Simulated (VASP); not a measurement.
Here is a VASP 6.6.1 calculation.

INCAR

```
  ALGO = Normal
  EDIFF = 1E-6
  ENCUT = 520
  GGA = PS
  ISIF = 2
  ISMEAR = -1
  LASPH = True
  LCHARG = True
  LELF = True
  LREAL = False
  LVHAR = True
  LWAVE = False
  NBANDS = 17
  NELM = 100
  PREC = Accurate
  SIGMA = 0.02
```

Contents of KPOINTS:

```
k-points
0
Gamma
  8 8 8
```

POSCAR

```
SnO
1.0
    0.0000000000      2.5175899922      2.5175899922
    2.5175899922      0.0000000000      2.5175899922
    2.5175899922      2.5175899922      0.0000000000
Sn O
1 1
Direct
    0.0000000000      0.0000000000      0.0000000000
    0.5000000000      0.5000000000      0.5000000000
```

Potentials or basis: VASP PAW PBE potentials, release 64 (Sn_d, O).

The run is started by

```bash
$ cat potpaw_PBE.64/Sn_d/POTCAR potpaw_PBE.64/O/POTCAR > POTCAR
$ mpirun -np 1 vasp_std > vasp.out
```

**Question.** Estimate the band gap on the k mesh.

**Answer.** 0.87 eV (least direct gap 0.99 eV).

**Question.** Estimate the pressure.

**Answer.** 0.0 GPa.

Caveat: the PAW data sets were made with another functional, which shifts forces and pressure a little; spin-orbit coupling is left out, which moves the levels of the heavy elements. A k mesh can miss the band edges.
